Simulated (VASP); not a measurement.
PbS, 4 atoms in the cell. Symmetry: Cmcm, No. 63, orthorhombic system. Conventional cell: a = 4.099 Å, b = 11.597 Å, c = 4.234 Å, α = 90.00°, β = 90.00°, γ = 90.00°. Within 3.8 Å of Pb (site symmetry m2m) lie 7 S at 2.69 to 3.72 Å and 2 Pb at 3.63 Å. Within 3.5 Å of S (site symmetry m2m) lie 5 Pb at 2.69 to 2.95 Å. 

```yaml
Program: VASP 6.6.1
Task: single point
Functional: PBEsol
Potentials_or_basis: VASP PAW PBE potentials, release 64 (Pb_d, S)
Cutoff: 520 eV
k_mesh: 8 × 8 × 6
Occupations: gaussian, width 0.02 eV
Spin: no spin polarisation
Dipole_correction: no
Further_INCAR_settings: ALGO = Normal; EDIFF = 1e-06; NBANDS = 28
```

Potentials or basis: VASP PAW PBE potentials, release 64 (Pb_d, S).

Command:

```bash
$ cat potpaw_PBE.64/Pb_d/POTCAR potpaw_PBE.64/S/POTCAR > POTCAR
$ mpirun -np 1 vasp_std > vasp.out
```

Hardware: 1 thread of Intel(R) Xeon(R) Platinum 8375C CPU @ 2.90GHz (Ice Lake), on a shared host.

Question: Estimate the wall time of this run.

Answer: Wall time 4.4 min on 1 thread of Intel(R) Xeon(R) Platinum 8375C CPU @ 2.90GHz (Ice Lake), on a shared host, peak memory 0.37 GiB. Counts: scf iterations 13, k points 84.
